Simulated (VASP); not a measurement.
# AgAu (R-3m) in VASP: notebook, part 3 of 3

VASP 6.6.1. Earlier steps stand in the parts before.

**4. Electric field gradients, LDA (10.44 Å³/atom)**

This run uses another cell than the first one, of 10.44 Å³/atom.

File INCAR:

```
PREC = Accurate ; ENCUT = 520
EDIFF = 1E-8 ; ISMEAR = -1
SIGMA = 0.05 ; LREAL = F
LASPH = T ; NELM = 80
ALGO = Normal ; ISIF = 2
LWAVE = F ; LCHARG = F
LEFG = T ; NBANDS = 18
```

File KPOINTS:

```
regular mesh
0
Gamma
  14 14 14
```

File POSCAR:

```
AgAu
1.0
    1.2293772197      0.7097812687      3.9899772133
   -1.2293772197      0.7097812687      3.9899772133
    0.0000000000     -1.4195625374      3.9899772133
Ag Au
1 1
Direct
    0.0000000000      0.0000000000      0.0000000000
    0.5000000000      0.5000000000      0.5000000000
```

Potentials or basis: VASP PAW LDA potentials, release 64 (Ag, Au).

On the command line:

```bash
$ cat potpaw_LDA.64/Ag/POTCAR potpaw_LDA.64/Au/POTCAR > POTCAR
$ mpirun -np 1 vasp_std > vasp.out
```

OUTCAR:

```text
PREC = Accurate
   ENCUT = 520
   EDIFF = 1E-8
   ISMEAR = -1
   LREAL = F
   LASPH = T
   NELM = 80
   ISIF = 2

 ion  position               nearest neighbor table
   1  0.000  0.000  0.000-   2 2.45   2 2.45   2 2.45   2 2.45   2 2.45   2 2.45   2 3.47   2 3.47
                             2 3.47
   2  0.500  0.500  0.500-   1 2.45   1 2.45   1 2.45   1 2.45   1 2.45   1 2.45   1 3.47   1 3.47
                             1 3.47

  LATTYP: Found a trigonal (rhomboedric) cell.
 ALAT       =     4.2349824038
 COS(alpha) =     0.8314622864

[... 719 lines left out ...]
  ---------------------------------------------------
  free  energy   TOTEN  =        -2.5146714828 eV

  energy  without entropy=       -2.5087673004  energy(sigma->0) =       -2.51171939

 Electric field gradients (V/A^2)
---------------------------------------------------------------------
 ion       V_xx      V_yy      V_zz      V_xy      V_xz      V_yz
---------------------------------------------------------------------
   1      30.657    30.657   -61.314    -0.000     0.000    -0.000
   2     -52.205   -52.205   104.410    -0.000    -0.000    -0.000
---------------------------------------------------------------------

 Electric field gradients after diagonalization (V/A^2)
 (convention: |V_zz| > |V_xx| > |V_yy|)
----------------------------------------------------------------------
 ion       V_xx      V_yy      V_zz     asymmetry (V_yy - V_xx)/ V_zz
----------------------------------------------------------------------
   1      30.657    30.657   -61.314       0.000
   2     -52.205   -52.205   104.410       0.000
----------------------------------------------------------------------

           NMR quadrupolar parameters

 Cq : quadrupolar parameter    Cq=e*Q*V_zz/h
 eta: asymmetry parameters     (V_yy - V_xx)/ V_zz
 Q  : nuclear electric quadrupole moment in mb (millibarn)
----------------------------------------------------------------------
 ion       Cq(MHz)       eta       Q (mb)
----------------------------------------------------------------------
   1      -0.148       0.000       1.000
   2       0.252       0.000       1.000
----------------------------------------------------------------------
```

OSZICAR:

```text
N       E                     dE             d eps       ncg     rms          rms(c)
DAV:   1     0.142439806769E+03    0.14244E+03   -0.11931E+04 10456   0.127E+03
DAV:   2    -0.527040550862E+00   -0.14297E+03   -0.13811E+03 11108   0.307E+02
DAV:   3    -0.319209388982E+01   -0.26651E+01   -0.26564E+01 11772   0.443E+01
DAV:   4    -0.320150321580E+01   -0.94093E-02   -0.94084E-02 11652   0.265E+00
DAV:   5    -0.320156228514E+01   -0.59069E-04   -0.59070E-04 11688   0.210E-01    0.461E+01
DAV:   6    -0.270458322173E+01    0.49698E+00   -0.30335E-01 11122   0.616E+00    0.269E+01
DAV:   7    -0.252341167776E+01    0.18117E+00   -0.13830E-01 11832   0.457E+00    0.166E+00
DAV:   8    -0.251465028032E+01    0.87614E-02   -0.25097E-02 10986   0.185E+00    0.180E-01
DAV:   9    -0.251465354197E+01   -0.32616E-05   -0.30173E-04 12096   0.251E-01    0.688E-02
DAV:  10    -0.251467138484E+01   -0.17843E-04   -0.14025E-05 11788   0.381E-02    0.337E-02
DAV:  11    -0.251467148702E+01   -0.10218E-06   -0.37625E-07 12196   0.813E-03    0.217E-03
DAV:  12    -0.251467148277E+01    0.42514E-08   -0.73920E-08 11556   0.357E-03
   1 F= -.25146715E+01 E0= -.25117194E+01  d E =-.590418E-02
```

stdout:

```text
POSCAR found type information on POSCAR AgAu
 POSCAR found :  2 types and       2 ions
 scaLAPACK will be used
 LDA part: xc-table for (Slater(with rela. corr.)+CA(PZ))
 , standard interpolation
 POSCAR, INCAR and KPOINTS ok, starting setup
 FFT: planning ... GRIDC
 FFT: planning ... GRID_SOFT
 FFT: planning ... GRID
 WAVECAR not read
 entering main loop
ion   1

ion   2
```

Run time: 2.1 min. Hardware: 1 thread of Intel Xeon 6975P-C (Granite Rapids), shared host; peak memory 0.26 GiB.

What came out:

- Free energy: -2.5147 eV
- Pressure: 252.9 GPa
- Band gap on the k mesh: zero (bands 11 and 12 overlap by 8.61 eV)
- Largest electric field gradient by atom: Ag -61.3; Au +104.4 V/Å²

Stress tensor (GPa, compression positive):
```
251.65   0.00   0.00
  0.00 251.65   0.00
  0.00   0.00 255.44
```

Electric field gradients, principal values (V/Å²):
```
atom    least   middle  greatest (by size)
1 Ag   30.657   30.657             -61.314
2 Au  -52.205  -52.205             104.410
```

Caveat: the cell stands under pressure; without QUAD_EFG the Cq values of the log hold for a quadrupole moment of 1 mb, not for the nuclei; spin-orbit coupling is left out, which moves the levels of the heavy elements.

**5. Electric field gradients, LDA (17.41 Å³/atom)**

This run uses another cell than the first one, of 17.41 Å³/atom.

File INCAR:

```
PREC = Accurate
ENCUT = 520
EDIFF = 1E-8
ISMEAR = -1
SIGMA = 0.05
LREAL = F
LASPH = T
NELM = 60
ALGO = Normal
ISIF = 2
LWAVE = F
LCHARG = F
GGA = CA
LEFG = T
NBANDS = 18
```

File KPOINTS:

```
Automatic mesh
0
Gamma
  14 14 14
```

File POSCAR:

```
AgAu
1.0
    1.4575878671      0.8415387474      4.7306410783
   -1.4575878671      0.8415387474      4.7306410783
    0.0000000000     -1.6830774949      4.7306410783
Ag Au
1 1
Direct
    0.0000000000      0.0000000000      0.0000000000
    0.5000000000      0.5000000000      0.5000000000
```

Potentials or basis: VASP PAW LDA potentials, release 64 (Ag, Au).

On the command line:

```bash
$ cat potpaw_LDA.64/Ag/POTCAR potpaw_LDA.64/Au/POTCAR > POTCAR
$ mpirun -np 1 vasp_std > vasp.out
```

OUTCAR:

```text
PREC = Accurate
   ENCUT = 520
   EDIFF = 1E-8
   ISMEAR = -1
   LREAL = F
   LASPH = T
   NELM = 60
   ISIF = 2
   GGA = CA

 ion  position               nearest neighbor table
   1  0.000  0.000  0.000-   2 2.90   2 2.90   2 2.90   2 2.90   2 2.90   2 2.90
   2  0.500  0.500  0.500-   1 2.90   1 2.90   1 2.90   1 2.90   1 2.90   1 2.90

  LATTYP: Found a trigonal (rhomboedric) cell.
 ALAT       =     5.0211268522
 COS(alpha) =     0.8314622864

  Lattice vectors:

 A1 = (   1.4575878671,   0.8415387474,   4.7306410783)
 A2 = (  -1.4575878671,   0.8415387474,   4.7306410783)
 A3 = (   0.0000000000,  -1.6830774949,   4.7306410783)

Analysis of symmetry for initial positions (statically):
=====================================================================
 Subroutine PRICEL returns:
 Original cell was already a primitive cell.

 Routine SETGRP: Setting up the symmetry group for a
 trigonal (rhombohedral) supercell.

[... 692 lines left out ...]
  volume of cell :       34.82
      direct lattice vectors                 reciprocal lattice vectors
     1.457587867  0.841538747  4.730641078     0.343032493  0.198049902  0.070462613
    -1.457587867  0.841538747  4.730641078    -0.343032493  0.198049902  0.070462613
     0.000000000 -1.683077495  4.730641078     0.000000000 -0.396099804  0.070462613

 POSITION                                       TOTAL-FORCE (eV/Angst)
 -----------------------------------------------------------------------------------
      0.00000      0.00000      0.00000         0.000000     -0.000000     -0.000000
      0.00000     -0.00000      7.09596        -0.000000      0.000000      0.000000
 -----------------------------------------------------------------------------------
    total drift:                               -0.000000     -0.000000     -0.000000

  FREE ENERGIE OF THE ION-ELECTRON SYSTEM (eV)
  ---------------------------------------------------
  free  energy   TOTEN  =        -8.2501502499 eV

  energy  without entropy=       -8.2456580584  energy(sigma->0) =       -8.24790415

 Electric field gradients (V/A^2)
---------------------------------------------------------------------
 ion       V_xx      V_yy      V_zz      V_xy      V_xz      V_yz
---------------------------------------------------------------------
   1      11.887    11.887   -23.775    -0.000    -0.000     0.000
   2     -31.352   -31.352    62.703     0.000     0.000     0.000
---------------------------------------------------------------------

 Electric field gradients after diagonalization (V/A^2)
 (convention: |V_zz| > |V_xx| > |V_yy|)
----------------------------------------------------------------------
 ion       V_xx      V_yy      V_zz     asymmetry (V_yy - V_xx)/ V_zz
----------------------------------------------------------------------
   1      11.887    11.887   -23.775       0.000
   2     -31.352   -31.352    62.703       0.000
----------------------------------------------------------------------

           NMR quadrupolar parameters

 Cq : quadrupolar parameter    Cq=e*Q*V_zz/h
 eta: asymmetry parameters     (V_yy - V_xx)/ V_zz
 Q  : nuclear electric quadrupole moment in mb (millibarn)
----------------------------------------------------------------------
 ion       Cq(MHz)       eta       Q (mb)
----------------------------------------------------------------------
   1      -0.057       0.000       1.000
   2       0.152       0.000       1.000
----------------------------------------------------------------------
```

Wall time 4.3 min (1 thread of Intel Xeon 6975P-C (Granite Rapids), shared host); peak memory 0.36 GiB.

Results:

* Free energy: -8.2502 eV
* Pressure: -8.9 GPa
* Band gap on the k mesh: zero (bands 11 and 12 overlap by 5.66 eV)
* Largest electric field gradient by atom: Ag -23.8; Au +62.7 V/Å²

Stress tensor (GPa, compression positive):
```
-8.83  0.00  0.00
 0.00 -8.83  0.00
 0.00  0.00 -9.15
```

Electric field gradients, principal values (V/Å²):
| atom | least | middle | greatest (by size) |
| --- | --- | --- | --- |
| 1 Ag | 11.887 | 11.887 | -23.775 |
| 2 Au | -31.352 | -31.352 | 62.703 |

Caveat: the cell stands under tension; without QUAD_EFG the Cq values of the log hold for a quadrupole moment of 1 mb, not for the nuclei; spin-orbit coupling is left out, which moves the levels of the heavy elements.

**6. Summary**

```csv
cell,gap on the mesh (eV),pressure (GPa)
"a = 3.985 Å, angles 33.8°, 2 atoms",none,574.4
"a = 4.235 Å, angles 33.8°, 2 atoms",none,252.9
"a = 5.021 Å, angles 33.8°, 2 atoms",none,-8.9
```

Alike in all rows: task electric field gradients; level LDA; potentials or basis VASP PAW LDA potentials, release 64 (Ag, Au); no spin polarisation; k mesh 14 × 14 × 14; cutoff (eV) 520; smearing fermi-dirac 0.05 eV.

Caveats: spin-orbit coupling is left out, which moves the levels of the heavy elements; the stress differs along the axes, from 572 to 579 GPa (at least some runs); the cell stands under pressure (at least some runs); the cell stands under tension (at least some runs).

Total energies depend on the potentials used, so only differences within one code and one set of settings carry meaning.
